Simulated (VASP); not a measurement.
Crystal: Ag.

```
Ag
1.0
    -1.65565    1.65565    1.65565
     1.65565   -1.65565    1.65565
     1.65565    1.65565   -1.65565
Ag
1
Direct
  0.00000 0.00000 0.00000
```

This isn't the form of Ag at room conditions, which is fcc.

| Property | Result |
| --- | --- |
| Program | VASP 6.6.1 |
| Task | relaxation of cell and atoms |
| Functional | HF |
| Potentials or basis | VASP PAW PBE potentials, release 64 (Ag) |
| Cutoff | 600 eV |
| k mesh | 6 × 6 × 6 |
| Occupations | fermi-dirac, width 0.05 eV |
| Spin | no spin polarisation |

At the start: pressure 12.6 GPa; volume 18.15 Å³/atom.

Q: Where does the relaxation end?

A: Over 3 steps the energy falls by 124.2 meV/atom and the volume is 22.10 Å³/atom (+21.8 %); space group Im-3m (No. 229, to 0.1 Å) before and after.

The path:
| step | energy change (eV) | largest force (eV/Å) | pressure (GPa) | volume (Å³) |
| --- | --- | --- | --- | --- |
| 1 | 0.0000 | 0.0000 | 12.59 | 18.15 |
| 2 | -0.1242 | 0.0000 | -0.08 | 22.17 |
| 3 | -0.1242 | 0.0000 | 0.00 | 22.10 |

Final structure:
```
Ag
1.0
    -1.76797    1.76797    1.76797
     1.76797   -1.76797    1.76797
     1.76797    1.76797   -1.76797
Ag
1
Direct
  0.00000 0.00000 0.00000
```

Caveat: the k points lie up to 0.42 Å⁻¹ apart in the final cell, too coarse for converged energies and pressures of a metal; the volume moved by over 15 % at a fixed basis, so the end points are rough; the PAW data sets were made with another functional, which shifts forces and pressure a little.
